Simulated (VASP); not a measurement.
Input of a VASP 6.6.1 run:

File POSCAR:

```
Sb
1.0
    0.0000000000      2.3712425216      2.3712425216
    2.3712425216      0.0000000000      2.3712425216
    2.3712425216      2.3712425216      0.0000000000
Sb
1
Direct
    0.0000000000      0.0000000000      0.0000000000
```

File INCAR.step1:

```
  ALGO = Normal
  EDIFF = 1E-5
  EDIFFG = -0.005
  ENCUT = 500
  GGA = PE
  GGA_COMPAT = F
  IBRION = 2
  ISIF = 3
  ISMEAR = -1
  LASPH = T
  LCHARG = F
  LREAL = F
  LWAVE = T
  NBANDS = 14
  NELM = 120
  NELMIN = 4
  NSW = 100
  PREC = Accurate
  SIGMA = 0.05
```

File INCAR.step2:

```
  AEXX = 1.0
  AGGAC = 0.0
  ALDAC = 0.0
  ALGO = Normal
  EDIFF = 1E-7
  EDIFFG = -0.01
  ENCUT = 500
  GGA = PE
  GGA_COMPAT = F
  IBRION = 2
  ISIF = 3
  ISMEAR = -1
  ISTART = 1
  LASPH = T
  LCHARG = F
  LHFCALC = T
  LREAL = F
  LWAVE = F
  NELM = 120
  NELMIN = 4
  NSW = 60
  PREC = Accurate
  PRECFOCK = Normal
  SIGMA = 0.05
```

File KPOINTS:

```
k-points
0
Gamma
  5 5 5
```

Potentials or basis: VASP PAW PBE potentials, release 64 (Sb_d_GW).

The run is started by

```console
$ cat potpaw_PBE.64/Sb_d_GW/POTCAR > POTCAR
$ cp INCAR.step1 INCAR
$ mpirun -np 1 vasp_std > vasp.out
$ cp INCAR.step2 INCAR
$ mpirun -np 1 vasp_std > vasp.out
```

Estimate the relaxed volume.

28.62 Å³/atom.

What does it give for the relaxed cell?

a = 3.433 Å, b = 3.433 Å, c = 3.433 Å, α = 60.00°, β = 60.00°, γ = 60.00°.

Predict the band gap on the k mesh.

zero (an odd number of electrons rules out a gap without spin polarisation).

What does it give for the space group after relaxing (to 0.1 Å)?

Fm-3m (No. 225).

Final structure:
```
CELL_PARAMETERS angstrom
0.00000 2.42775 2.42775
2.42775 0.00000 2.42775
2.42775 2.42775 0.00000
ATOMIC_POSITIONS crystal
Sb 0.00000 0.00000 0.00000
```

Caveat: the k points lie up to 0.45 Å⁻¹ apart in the final cell, too coarse for converged energies and pressures of a metal; the PAW data sets were made with another functional, which shifts forces and pressure a little; spin-orbit coupling is left out, which moves the levels of the heavy elements; an odd number of electrons without spin polarisation forces a metal; a magnetic or distorted state may lie lower.
